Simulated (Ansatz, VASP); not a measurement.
## Two plane-wave programs on Hg

INCAR

```
PREC = Accurate
ENCUT = 520
EDIFF = 1E-6
ISMEAR = 0
SIGMA = 0.05
LREAL = F
LASPH = T
NELM = 100
ALGO = Fast
ISIF = 2
LWAVE = F
LCHARG = T
GGA = CA
LELF = T
LVHAR = T
NBANDS = 32
```

The input KPOINTS:

```
Automatic mesh
0
Gamma
  10 8 8
```

The input POSCAR:

```
Hg
1.0
    0.0000000000      0.0000000000      3.3200571447
   -5.4057872931      0.0000000000      0.0000000000
    2.7028936466     -5.6454768891      0.0000000000
Hg
4
Direct
    0.5007497100      0.3691655400      0.7383310800
    0.9992502900      0.8691655400      0.7383310800
    0.0007497100      0.1308344600      0.2616689200
    0.4992502900      0.6308344600      0.2616689200
```

Input for Ansatz:

```yaml
crystal:
  lattice:
    - [0.0, 0.0, 3.3200571447]
    - [-5.4057872931, 0.0, 0.0]
    - [2.7028936466, -5.6454768891, 0.0]
  atoms:
    - { symbol: Hg, position: [0.50074971, 0.36916554, 0.73833108] }
    - { symbol: Hg, position: [0.99925029, 0.86916554, 0.73833108] }
    - { symbol: Hg, position: [0.00074971, 0.13083446, 0.26166892] }
    - { symbol: Hg, position: [0.49925029, 0.63083446, 0.26166892] }
basis:
  ecutwfc: 420
  fft_grid_basis: typed
kpoints:
  mp_grid: { grid: [10, 8, 8] }
hamiltonian:
  xc: lda
  pseudopotentials: { kind: paw }
scf:
  occupations: { method: gaussian, width: 0.05 }
output:
  forces: true
  stress: true
  eigenvalues: true
  bader: true
  write_density: true
  volumetric_format: npy
  elf: true
```

Alike in both runs: task single point; functional LDA; k mesh 10 × 8 × 8; occupations gaussian, width 0.05 eV; no spin polarisation.

|  | VASP | Ansatz |
| --- | --- | --- |
| version | VASP 6.6.1 | Ansatz 0.2.0 |
| potentials or method | VASP PAW LDA potentials, release 64 (Hg), cutoff 520 eV | scalar-relativistic, plane waves, PAW |
| valence electrons in the cell | 48 | 80 |

VASP gave:

```
gap on the k mesh at the Fermi level (eV)                     : none
pressure (GPa)                                                : -3.5
traceless stress, the component that is largest in VASP (GPa) : 0.43
```

Q: What did Ansatz give for the same quantities?

A: gap on the k mesh at the Fermi level (eV): none; pressure (GPa): -3.9; traceless stress, the component that is largest in VASP (GPa): 0.41.

LDA's correlation is that of Perdew and Zunger in VASP and of Perdew and Wang (1992) in Ansatz. A gap of «none» marks a metal or a gap that the smearing closes. VASP's potentials hold 48 valence electrons a cell and Ansatz's 80, so a difference there can come from the potentials and not from the codes.

Spin-orbit coupling is off throughout.
